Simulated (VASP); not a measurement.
# Ge (P6_3/mmc) in VASP: further runs

The runs below take Ge through single point, relaxation of cell and atoms, with PBEsol.

Everything below comes from runs of VASP 6.6.1. Logs are shortened: lines on timing, memory, paths and dates and some standing lists are left out, and cuts for length are marked.

## Step 1: The cell of the first run

The structure is hexagonal, space group P6_3/mmc (No. 194). The conventional cell has a = 3.942 Å, b = 3.942 Å, c = 6.513 Å, α = 90.00°, β = 90.00°, γ = 120.00°. Within 3.2 Å of Ge (site symmetry 3m) lie 4 Ge at 2.42 to 2.43 Å.

This isn't the form of Ge at room conditions, which is diamond.

## Step 2: Single point, PBEsol

INCAR

```
SYSTEM = Ge
PREC     = Accurate       ! precision mode
ENCUT    = 520            ! plane-wave cutoff, eV
EDIFF    = 1E-7           ! SCF threshold, eV
ISMEAR   = -1             ! smearing method
SIGMA    = 0.15           ! smearing width, eV
LREAL    = .False.        ! projectors in reciprocal space
LASPH    = .True.         ! aspherical terms in the spheres
NELM     = 100            ! most SCF steps
ALGO     = Normal         ! electronic algorithm
ISIF     = 2              ! what is computed and relaxed
LWAVE    = .False.        ! write WAVECAR
LCHARG   = .False.        ! write CHGCAR
GGA      = PS             ! functional
NBANDS   = 36             ! bands
```

KPOINTS

```
regular mesh
0
Gamma
  12 12 6
  0 0 0
```

POSCAR

```
Ge
1.0
    3.9421549548      0.0000000000      0.0000000000
   -1.9710774774      3.4140063365      0.0000000000
    0.0000000000      0.0000000000      6.5127089356
Ge
4
Direct
    0.6666666667      0.3333333333      0.0631602486
    0.3333333333      0.6666666667      0.5631602486
    0.6666666667      0.3333333333      0.4368397514
    0.3333333333      0.6666666667      0.9368397514
```

Potentials or basis: VASP PAW PBE potentials, release 64 (Ge_d).

Command:

```bash
$ cat potpaw_PBE.64/Ge_d/POTCAR > POTCAR
$ mpirun -np 1 vasp_std > vasp.out
```

OUTCAR:

```text
SYSTEM = Ge
   PREC = Accurate
   ENCUT = 520
   EDIFF = 1E-7
   ISMEAR = -1
   LREAL = .False.
   LASPH = .True.
   NELM = 100
   ISIF = 2
   GGA = PS

 ion  position               nearest neighbor table
   1  0.667  0.333  0.063-   4 2.42   4 2.42   4 2.42   3 2.43
   2  0.333  0.667  0.563-   3 2.42   3 2.42   3 2.42   4 2.43
   3  0.667  0.333  0.437-   2 2.42   2 2.42   2 2.42   1 2.43
   4  0.333  0.667  0.937-   1 2.42   1 2.42   1 2.42   2 2.43

  LATTYP: Found a hexagonal cell.
 ALAT       =     3.9421549548
 C/A-ratio  =     1.6520682242

  Lattice vectors:

 A1 = (   3.9421549548,   0.0000000000,   0.0000000000)
 A2 = (  -1.9710774774,   3.4140063365,   0.0000000000)
 A3 = (   0.0000000000,   0.0000000000,   6.5127089356)

Analysis of symmetry for initial positions (statically):
=====================================================================
 Subroutine PRICEL returns:
 Original cell was already a primitive cell.

 Routine SETGRP: Setting up the symmetry group for a
 hexagonal supercell.

 Subroutine GETGRP returns: Found 24 space group operations
 (whereof 12 operations were pure point group operations)
 out of a pool of 24 trial point group operations.

The static configuration has the point symmetry D_3d.
 The point group associated with its full space group is D_6h.

Analysis of symmetry for dynamics (positions and initial velocities):
=====================================================================
 Subroutine PRICEL returns:
 Original cell was already a primitive cell.

 Routine SETGRP: Setting up the symmetry group for a
 hexagonal supercell.

 Subroutine GETGRP returns: Found 24 space group operations
 (whereof 12 operations were pure point group operations)
 out of a pool of 24 trial point group operations.

The dynamic configuration has the point symmetry D_3d.
 The point group associated with its full space group is D_6h.

 Subroutine INISYM returns: Found 24 space group operations
 (whereof 12 operations are pure point group operations),
 and found     1 'primitive' translations

----------------------------------------------------------------------------------------

                                     Primitive cell

  volume of cell :      87.6516

  direct lattice vectors                    reciprocal lattice vectors
     3.942154955  0.000000000  0.000000000     0.253668365  0.146455499  0.000000000
    -1.971077477  3.414006336  0.000000000     0.000000000  0.292910997  0.000000000
     0.000000000  0.000000000  6.512708936     0.000000000  0.000000000  0.153545938

  length of vectors
     3.942154955  3.942154955  6.512708936     0.292910997  0.292910997  0.153545938

  position of ions in fractional coordinates (direct lattice)
     0.666666667  0.333333333  0.063160249
     0.333333333  0.666666667  0.563160249
     0.666666667  0.333333333  0.436839751
     0.333333333  0.666666667  0.936839751

  ion indices of the primitive-cell ions
   primitive index   ion index
                 1           1
                 2           2
                 3           3
                 4           4

----------------------------------------------------------------------------------------

 KPOINTS: regular mesh

Automatic generation of k-mesh.
 Grid dimensions read from file:
 generate k-points for:   12   12    6

 Generating k-lattice:

  Cartesian coordinates                     Fractional coordinates (reciprocal lattice)
     0.021139030  0.012204625  0.000000000     0.083333333  0.000000000  0.000000000
     0.000000000  0.024409250  0.000000000     0.000000000  0.083333333  0.000000000
     0.000000000  0.000000000  0.025590990     0.000000000  0.000000000  0.166666667

  Length of vectors
     0.024409250  0.024409250  0.025590990

  Shift w.r.t. Gamma in fractional coordinates (k-lattice)
     0.000000000  0.000000000  0.000000000

 Subroutine IBZKPT returns following result:
 ===========================================

 Found     76 irreducible k-points:

 Following reciprocal coordinates:
[... 39 lines left out ...]
  energy-cutoff  :      520.00
  volume of cell :       87.65
 maximum number of plane-waves:      2400
 NGX is ok and might be reduce to    30
   NGX = 15   NGY = 15   NGZ = 25

 number of electron      55.9999981 magnetization

 Free energy of the ion-electron system (eV)
  ---------------------------------------------------
  ext. energy  EPLUGINS =         0.00000000
  ---------------------------------------------------
  free energy    TOTEN  =       -19.66041773 eV

  energy without entropy =      -19.63971279  energy(sigma->0) =      -19.65006526

 E-fermi :   5.2592     XC(G=0): -10.2818

 val. band max:        5.2223295792   @ k =   0.0000   0.0000   0.0000
 cond. band min:       5.3143345654   @ k =   0.0000   0.0000   0.1667
 fundamental gap:      0.0920049862
 Fermi energy:         5.2591694563

 k-point     1 :       0.0000    0.0000    0.0000
  band No.  band energies     occupation
      1     -19.6774      2.00000
      2     -19.6774      2.00000
      3     -19.6345      2.00000
      4     -19.6340      2.00000
      5     -19.6340      2.00000
      6     -19.6219      2.00000
[... 28 lines left out ...]
     35       9.8609      0.00000
     36      11.2469      0.00000

 k-point     2 :       0.0833    0.0000    0.0000
  band No.  band energies     occupation
      1     -19.6827      2.00000
      2     -19.6790      2.00000
      3     -19.6399      2.00000
      4     -19.6369      2.00000
      5     -19.6341      2.00000
      6     -19.6152      2.00000
[... 28 lines left out ...]
     35      10.1868      0.00000
     36      11.6831      0.00000

 k-point     3 :       0.1667    0.0000    0.0000
  band No.  band energies     occupation
      1     -19.6917      2.00000
      2     -19.6824      2.00000
      3     -19.6497      2.00000
      4     -19.6430      2.00000
      5     -19.6331      2.00000
      6     -19.6049      2.00000
[... 28 lines left out ...]
     35      10.9288      0.00000
     36      11.0328      0.00000
[... 742 lines left out ...]
 k-point    23 :       0.2500    0.0000    0.1667
  band No.  band energies     occupation
      1     -19.6942      2.00000
      2     -19.6833      2.00000
      3     -19.6574      2.00000
      4     -19.6524      2.00000
      5     -19.6329      2.00000
      6     -19.5978      2.00000
[... 28 lines left out ...]
     35      11.5967      0.00000
     36      11.9168      0.00000

 k-point    24 :       0.3333    0.0000    0.1667
  band No.  band energies     occupation
      1     -19.6951      2.00000
      2     -19.6849      2.00000
      3     -19.6666      2.00000
      4     -19.6566      2.00000
      5     -19.6247      2.00000
      6     -19.5922      2.00000
[... 28 lines left out ...]
     35      12.3802      0.00000
     36      13.0825      0.00000

 [... further k-points ...]

------------------------ aborting loop because EDIFF is reached ----------------------------------------

  FORCE on cell =-STRESS in cart. coord.  units (eV):
  Direction    XX          YY          ZZ          XY          YZ          ZX
  --------------------------------------------------------------------------------------
  -------------------------------------------------------------------------------------
  Total        1.6043715      1.6043715      1.6071204      0.0000000     -0.0000000      0.0000000
  in kB       29.3262039     29.3262039     29.3764508      0.0000000     -0.0000000      0.0000000
  external PRESSURE =      29.3429529 kB  Pullay stress =       0.0000000 kB

 VOLUME and BASIS-vectors are now :
 -----------------------------------------------------------------------------
  energy-cutoff  :      520.00
  volume of cell :       87.65
      direct lattice vectors                 reciprocal lattice vectors
     3.942154955  0.000000000  0.000000000     0.253668365  0.146455499  0.000000000
    -1.971077477  3.414006336  0.000000000     0.000000000  0.292910997  0.000000000
     0.000000000  0.000000000  6.512708936     0.000000000  0.000000000  0.153545938

 POSITION                                       TOTAL-FORCE (eV/Angst)
 -----------------------------------------------------------------------------------
      1.97108      1.13800      0.41134        -0.000000      0.000000     -0.000545
     -0.00000      2.27600      3.66770         0.000000     -0.000000     -0.000545
      1.97108      1.13800      2.84501        -0.000000      0.000000      0.000545
     -0.00000      2.27600      6.10136         0.000000      0.000000      0.000545
 -----------------------------------------------------------------------------------
    total drift:                               -0.000000      0.000000      0.000000

  FREE ENERGIE OF THE ION-ELECTRON SYSTEM (eV)
  ---------------------------------------------------
  free  energy   TOTEN  =       -19.6604177322 eV

  energy  without entropy=      -19.6397127927  energy(sigma->0) =      -19.65006526
```

Wall time 3.2 min (1 thread of Intel Xeon Platinum 8259CL at 2.50GHz (Skylake/Cascade Lake), shared host); peak memory 0.3 GiB.

What came out:

```
Free energy            : -19.6604 eV
Pressure               : 2.9 GPa
Band gap on the k mesh : zero (bands 28 and 29 overlap by 0.06 eV)
```

Levels at points of the mesh, in eV from the Fermi level:
| k point | band 24 | band 25 | band 26 | band 27 | band 28 | band 29 | band 30 | band 31 | band 32 | band 33 |
| --- | --- | --- | --- | --- | --- | --- | --- | --- | --- | --- |
| (0.00, 0.00, 0.00) | -1.57 | -1.57 | -0.21 | -0.04 | 0.11 | 0.11 | 0.32 | 2.22 | 2.22 | 2.75 |
| (0.50, 0.00, 0.00) | -6.89 | -4.85 | -3.24 | -3.03 | -1.53 | 0.40 | 1.71 | 3.45 | 3.66 | 4.38 |
| (0.00, 0.00, 0.50) | -4.93 | -0.92 | -0.92 | -0.92 | -0.92 | 0.76 | 0.76 | 3.36 | 3.36 | 3.36 |
| (0.50, 0.00, 0.50) | -8.08 | -2.70 | -2.70 | -2.55 | -2.55 | 0.47 | 0.47 | 2.00 | 2.00 | 6.18 |

Caveat: semilocal functionals underestimate gaps, and a narrow one can read as zero; the PAW data sets were made with another functional, which shifts forces and pressure a little.

## Step 3: Relaxation of cell and atoms, PBEsol, target pressure 3 GPa, at which the enthalpy is minimised

This run uses another cell than the first one, of 22.82 Å³/atom.

INCAR

```
SYSTEM = Ge
PREC = Accurate ; ENCUT = 600
EDIFF = 1E-6 ; ISMEAR = -1
SIGMA = 0.15 ; LREAL = .FALSE.
LASPH = .TRUE. ; NELM = 100
ALGO = Normal ; ISIF = 3
LWAVE = .FALSE. ; LCHARG = .FALSE.
GGA = PS ; IBRION = 2
NSW = 80 ; EDIFFG = -0.001
PSTRESS = 30.0
```

KPOINTS

```
regular mesh
0
G
  12 12 6
  0 0 0
```

POSCAR

```
Ge
1.0
    3.9968421240      0.0000000000      0.0000000000
   -1.9984210620      3.4613668143      0.0000000000
    0.0000000000      0.0000000000      6.5980190576
Ge
4
Direct
    0.6666666667      0.3333333333      0.0630090266
    0.3333333333      0.6666666667      0.5630090266
    0.6666666667      0.3333333333      0.4369909734
    0.3333333333      0.6666666667      0.9369909734
```

Potentials or basis: VASP PAW PBE potentials, release 64 (Ge_d).

Command:

```bash
$ cat potpaw_PBE.64/Ge_d/POTCAR > POTCAR
$ mpirun -np 1 vasp_std > vasp.out
```

It took 44 min on 1 thread of Intel Xeon Platinum 8259CL at 2.50GHz (Skylake/Cascade Lake), shared host; peak memory 0.37 GiB.

The run converged. Its results:

```yaml
Free_energy: -19.6601 eV
Relaxed_volume: 21.90 Å³/atom
Relaxed_cell: a = 3.941 Å, b = 3.941 Å, c = 6.511 Å, α = 90.00°, β = 90.00°, γ = 120.00°
Space_group_after_relaxing_to_0.1_Å: P6_3/mmc (No. 194)
Energy_change_on_relaxing_the_run_minimises_the_enthalpy: +8.1 meV/atom
Ionic_steps: 47
Pressure_after_relaxing: 3.0 GPa
Band_gap_on_the_k_mesh: zero (bands 28 and 29 overlap by 0.06 eV)
```

Step by step:
| step | energy change (eV) | largest force (eV/Å) | pressure (GPa) | volume (Å³) |
| --- | --- | --- | --- | --- |
| 1 | 0.0000 | 0.0007 | -0.09 | 91.28 |
| 3 | 0.0323 | 0.0149 | 3.13 | 87.59 |
| 5 | 0.0299 | 0.0016 | 2.94 | 87.73 |
| 7 | 0.0305 | 0.0000 | 2.92 | 87.69 |
| 9 | 0.0322 | 0.0033 | 3.04 | 87.60 |
| 11 | 0.0320 | 0.0030 | 2.98 | 87.61 |
| 13 | 0.0321 | 0.0032 | 2.96 | 87.60 |
| 15 | 0.0323 | 0.0005 | 2.97 | 87.59 |
| 17 | 0.0324 | 0.0018 | 2.94 | 87.59 |
| 19 | 0.0325 | 0.0024 | 3.03 | 87.58 |
| 21 | 0.0326 | 0.0001 | 3.08 | 87.58 |
| 23 | 0.0325 | 0.0013 | 2.97 | 87.58 |
| 25 | 0.0325 | 0.0007 | 2.99 | 87.58 |
| 27 | 0.0325 | 0.0007 | 2.99 | 87.58 |
| 29 | 0.0325 | 0.0002 | 2.98 | 87.58 |
| 31 | 0.0325 | 0.0004 | 3.01 | 87.58 |
| 33 | 0.0325 | 0.0007 | 3.01 | 87.58 |
| 35 | 0.0324 | 0.0033 | 2.96 | 87.59 |
| 37 | 0.0325 | 0.0024 | 3.00 | 87.59 |
| 39 | 0.0325 | 0.0023 | 2.99 | 87.58 |
| 41 | 0.0325 | 0.0008 | 3.02 | 87.58 |
| 43 | 0.0325 | 0.0012 | 3.00 | 87.58 |
| 45 | 0.0325 | 0.0014 | 2.99 | 87.58 |
| 47 | 0.0325 | 0.0004 | 3.00 | 87.58 |

Final structure:
```cif
data_structure
_symmetry_space_group_name_H-M 'P 1'
_symmetry_Int_Tables_number 1
_cell_length_a 3.9411
_cell_length_b 3.9411
_cell_length_c 6.5112
_cell_angle_alpha 90.000
_cell_angle_beta 90.000
_cell_angle_gamma 120.000
_cell_volume 87.58
loop_
_atom_site_label
_atom_site_type_symbol
_atom_site_fract_x
_atom_site_fract_y
_atom_site_fract_z
_atom_site_occupancy
Ge1 Ge 0.66667 0.33333 0.06315 1
Ge2 Ge 0.33333 0.66667 0.56315 1
Ge3 Ge 0.66667 0.33333 0.43685 1
Ge4 Ge 0.33333 0.66667 0.93685 1
```

Levels at points of the mesh, in eV from the Fermi level:
```tsv
k point	band 26	band 27	band 28	band 29	band 30	band 31
(0.00, 0.00, 0.00)	-0.21	-0.03	0.11	0.11	0.32	2.22
(0.50, 0.00, 0.00)	-3.24	-3.03	-1.53	0.40	1.71	3.45
(0.00, 0.00, 0.50)	-0.92	-0.92	-0.92	0.77	0.77	3.36
(0.50, 0.00, 0.50)	-2.70	-2.56	-2.56	0.47	0.47	2.00
```

Caveat: the cell is relaxed towards a set pressure, so the run minimises the enthalpy, not the energy; semilocal functionals underestimate gaps, and a narrow one can read as zero; the PAW data sets were made with another functional, which shifts forces and pressure a little.

## Step 4: Single point, PBEsol

This run uses another cell than the first one, of 22.82 Å³/atom.

INCAR

```
SYSTEM = Ge
PREC = Accurate ; ENCUT = 520
EDIFF = 1E-7 ; ISMEAR = 0
SIGMA = 0.01 ; LREAL = .FALSE.
LASPH = .TRUE. ; NELM = 80
ALGO = Normal ; ISIF = 2
LWAVE = .FALSE. ; LCHARG = .FALSE.
GGA = PS ; NBANDS = 36
```

KPOINTS is that of step 3.

POSCAR

```
Ge
1.0
    3.9986409609      0.0000000000      0.0000000000
   -1.9993204805      3.4629246527      0.0000000000
    0.0000000000      0.0000000000      6.5920608973
Ge
4
Direct
    0.6666666667      0.3333333333      0.0627779679
    0.3333333333      0.6666666667      0.5627779679
    0.6666666667      0.3333333333      0.4372220321
    0.3333333333      0.6666666667      0.9372220321
```

Command:

```bash
$ cat potpaw_PBE.64/Ge_d/POTCAR > POTCAR
$ mpirun -np 1 vasp_std > vasp.out
```

Wall time 6.1 min (1 thread of Intel Xeon 8259CL, shared host); peak memory 0.31 GiB.

It converged, with:

| Quantity | Value |
| --- | --- |
| Free energy | -19.6842 eV |
| Pressure | -0.1 GPa |
| Largest force | 0.003 eV/Å |
| Band gap on the k mesh | zero (bands 28 and 29 overlap by 0.03 eV) |

Forces in eV/Å, atoms in the order of the input:
```
Ge   0.000  0.000  0.003
Ge   0.000  0.000  0.003
Ge   0.000  0.000 -0.003
Ge   0.000  0.000 -0.003
```

Levels at points of the mesh, in eV from the Fermi level:
| k point | band 24 | band 25 | band 26 | band 27 | band 28 | band 29 | band 30 | band 31 | band 32 | band 33 |
| --- | --- | --- | --- | --- | --- | --- | --- | --- | --- | --- |
| (0.00, 0.00, 0.00) | -1.45 | -1.45 | -0.11 | -0.11 | 0.01 | 0.16 | 0.16 | 2.28 | 2.28 | 2.78 |
| (0.50, 0.00, 0.00) | -6.72 | -4.57 | -3.04 | -2.80 | -1.41 | 0.49 | 1.65 | 3.54 | 3.72 | 4.35 |
| (0.00, 0.00, 0.50) | -4.78 | -0.83 | -0.83 | -0.83 | -0.83 | 0.67 | 0.67 | 3.38 | 3.38 | 3.38 |
| (0.50, 0.00, 0.50) | -7.85 | -2.51 | -2.51 | -2.38 | -2.38 | 0.51 | 0.51 | 2.09 | 2.09 | 6.13 |

Caveat: semilocal functionals underestimate gaps, and a narrow one can read as zero; the PAW data sets were made with another functional, which shifts forces and pressure a little.

## Step 5: Single point, PBEsol

This run uses another cell than the first one, of 22.82 Å³/atom.

INCAR

```
SYSTEM = Ge
PREC = Accurate ; ENCUT = 520
EDIFF = 1E-6 ; ISMEAR = 0
SIGMA = 0.1 ; LREAL = .False.
LASPH = .True. ; NELM = 60
ALGO = Normal ; ISIF = 2
LWAVE = .False. ; LCHARG = .False.
GGA = PS ; NBANDS = 36
```

KPOINTS

```
regular mesh
0
Gamma
  12 12 6
  0 0 0
```

POSCAR

```
Ge
1.0
    3.9969678618      0.0000000000      0.0000000000
   -1.9984839309      3.4614757064      0.0000000000
    0.0000000000      0.0000000000      6.5963651449
Ge
4
Direct
    0.6666666667      0.3333333333      0.0629118567
    0.3333333333      0.6666666667      0.5629118567
    0.6666666667      0.3333333333      0.4370881433
    0.3333333333      0.6666666667      0.9370881433
```

Command:

```bash
$ cat potpaw_PBE.64/Ge_d/POTCAR > POTCAR
$ mpirun -np 1 vasp_std > vasp.out
```

Run time: 5.8 min. Hardware: 1 thread of Intel Xeon 8259CL, shared host; peak memory 0.31 GiB.

The run converged. Its results:

```
Free energy            : -19.6847 eV
Pressure               : -0.1 GPa
Largest force          : 0.005 eV/Å
Band gap on the k mesh : zero (bands 28 and 29 overlap by 0.01 eV)
```

Forces in eV/Å, atoms in the order of the input:
```
Ge   0.000  0.000 -0.005
Ge   0.000  0.000 -0.005
Ge   0.000  0.000  0.005
Ge   0.000  0.000  0.005
```

Levels at points of the mesh, in eV from the Fermi level:
| k point | band 26 | band 27 | band 28 | band 29 | band 30 | band 31 |
| --- | --- | --- | --- | --- | --- | --- |
| (0.00, 0.00, 0.00) | -0.18 | -0.16 | -0.05 | 0.10 | 0.10 | 2.22 |
| (0.50, 0.00, 0.00) | -3.10 | -2.86 | -1.47 | 0.44 | 1.59 | 3.47 |
| (0.00, 0.00, 0.50) | -0.88 | -0.88 | -0.88 | 0.62 | 0.62 | 3.32 |
| (0.50, 0.00, 0.50) | -2.58 | -2.44 | -2.44 | 0.45 | 0.45 | 2.03 |

Caveat: semilocal functionals underestimate gaps, and a narrow one can read as zero; the PAW data sets were made with another functional, which shifts forces and pressure a little.

## Step 6: Overview

| task | cell | cutoff (eV) | smearing | gap on the mesh (eV) | pressure (GPa) |
| --- | --- | --- | --- | --- | --- |
| single point | a = 3.942, b = 3.942, c = 6.513 Å, angles 90.0, 90.0, 120.0°, 4 atoms, atomic positions A | 520 | fermi-dirac 0.15 eV | none | 2.9 |
| relaxation of cell and atoms | relaxed to 3 GPa from a = 3.997, b = 3.997, c = 6.598 Å, angles 90.0, 90.0, 120.0°, 4 atoms, atomic positions B | 600 | fermi-dirac 0.15 eV | none | 3.0 |
| single point | a = 3.999, b = 3.999, c = 6.592 Å, angles 90.0, 90.0, 120.0°, 4 atoms, atomic positions C | 520 | gaussian 0.01 eV | none | -0.1 |
| single point | a = 3.997, b = 3.997, c = 6.596 Å, angles 90.0, 90.0, 120.0°, 4 atoms, atomic positions D | 520 | gaussian 0.1 eV | none | -0.1 |

Alike in all rows: level PBEsol; potentials or basis VASP PAW PBE potentials, release 64 (Ge_d); no spin polarisation; k mesh 12 × 12 × 6.

Caveats: semilocal functionals underestimate gaps, and a narrow one can read as zero; the PAW data sets were made with another functional, which shifts forces and pressure a little; the cell is relaxed towards a set pressure, so the run minimises the enthalpy, not the energy (at least some runs).

Absolute energies hang on the potentials; compare differences alone.

The gap in the log of VASP goes by the Fermi energy; the results here count the filled bands.